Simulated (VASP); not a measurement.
CoSi2:

```
Co Si
1.0
     0.00000    2.65635    2.65635
     2.65635    0.00000    2.65635
     2.65635    2.65635    0.00000
Co Si
1 2
Direct
  0.00000 0.00000 0.00000
  0.25000 0.25000 0.25000
  0.75000 0.75000 0.75000
```

Base run:

- Program: VASP 6.6.1
- Functional: PBEsol
- Potentials or basis: VASP PAW PBE potentials, release 64 (Co, Si)
- Cutoff: 520 eV
- k mesh: 14 × 14 × 14
- Occupations: gaussian, width 0.15 eV
- Spin: collinear spin, ferromagnetic start
- Starting moments: [1.375, 0.0, 0.0] μB
- Fixed moment: 1.375 μB

Its results: pressure 8.4 GPa; site moments Co +0.87; Si +0.11 μB.

Task: The run is repeated on the same cell with these changes: fixed moment from 1.375 μB to 1.65 μB; moments at the start from [1.38, 0.0, 0.0] to [1.65, 0.0, 0.0]. What comes out?

Result: Pressure 11.3 GPa; site moments Co +1.04; Si +0.13 μB.

Caveats: the cell stands under pressure; the PAW data sets were made with another functional, which shifts forces and pressure a little; the total moment is fixed, so each spin has its own Fermi level.
